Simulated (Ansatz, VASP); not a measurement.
**HfO2: VASP beside Ansatz**

```xyz
3
Lattice="0.0000 2.6240 2.6240 2.6240 0.0000 2.6240 2.6240 2.6240 0.0000" Properties=species:S:1:pos:R:3 pbc="T T T"
Hf    0.0000    0.0000    0.0000
O     1.3120    1.3120    1.3120
O     3.9359    3.9359    3.9359
```

Alike in both runs: task single point; functional PBE; k mesh 6 × 6 × 6; no spin polarisation.

|  | VASP | Ansatz |
| --- | --- | --- |
| version | VASP 6.6.1 | Ansatz 0.2.0 |
| potentials or method | VASP PAW PBE potentials, release 64 (Hf_pv, O), cutoff 520 eV | plane waves, PAW |
| occupations | gaussian, width 0.01 eV | fixed |
| valence electrons in the cell | 22 | 38 |

```tsv
	VASP	Ansatz	Ansatz less VASP
pressure (GPa)	-20.7	-17.9	+2.80
```

VASP's potentials hold 22 valence electrons a cell and Ansatz's 38, so a difference there can come from the potentials and not from the codes.

Neither program's run includes spin-orbit coupling.
